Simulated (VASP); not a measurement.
Here is a VASP 6.6.1 calculation.

Contents of POSCAR:

```
BaTe
1.0
    0.0000000000      3.5323868426      3.5323868426
    3.5323868426      0.0000000000      3.5323868426
    3.5323868426      3.5323868426      0.0000000000
Ba Te
1 1
Direct
    0.0000000000      0.0000000000      0.0000000000
    0.5000000000      0.5000000000      0.5000000000
```

The input INCAR.step1:

```
  ALGO = Normal
  EDIFF = 1E-5
  ENCUT = 520
  GGA = PE
  ISIF = 2
  ISMEAR = 0
  LASPH = True
  LREAL = False
  LWAVE = True
  NBANDS = 15
  NELM = 80
  PREC = Accurate
  SIGMA = 0.01
```

Contents of INCAR.step2:

```
  ALGO = Normal
  EDIFF = 1E-6
  ENCUT = 520
  GGA = PE
  HFSCREEN = 0.2079
  ISIF = 2
  ISMEAR = 0
  ISTART = 1
  LASPH = True
  LCHARG = True
  LELF = True
  LHFCALC = True
  LREAL = False
  LVHAR = True
  LWAVE = False
  NBANDS = 15
  NELM = 80
  PREC = Accurate
  PRECFOCK = Normal
  SIGMA = 0.01
```

Contents of KPOINTS:

```
k-points
0
Gamma
  4 4 4
```

Potentials or basis: VASP PAW PBE potentials, release 64 (Ba_sv, Te).

Command:

```console
$ cat potpaw_PBE.64/Ba_sv/POTCAR potpaw_PBE.64/Te/POTCAR > POTCAR
$ cp INCAR.step1 INCAR
$ mpirun -np 1 vasp_std > vasp.out
$ cp INCAR.step2 INCAR
$ mpirun -np 1 vasp_std > vasp.out
```

Question: What does it give for the band gap on the k mesh?

Answer: 2.30 eV (least direct gap 2.73 eV).

Question: Predict the pressure.

Answer: 0.0 GPa.

Caveat: the PAW data sets were made with another functional, which shifts forces and pressure a little; spin-orbit coupling is left out, which moves the levels of the heavy elements. A k mesh can miss the band edges.
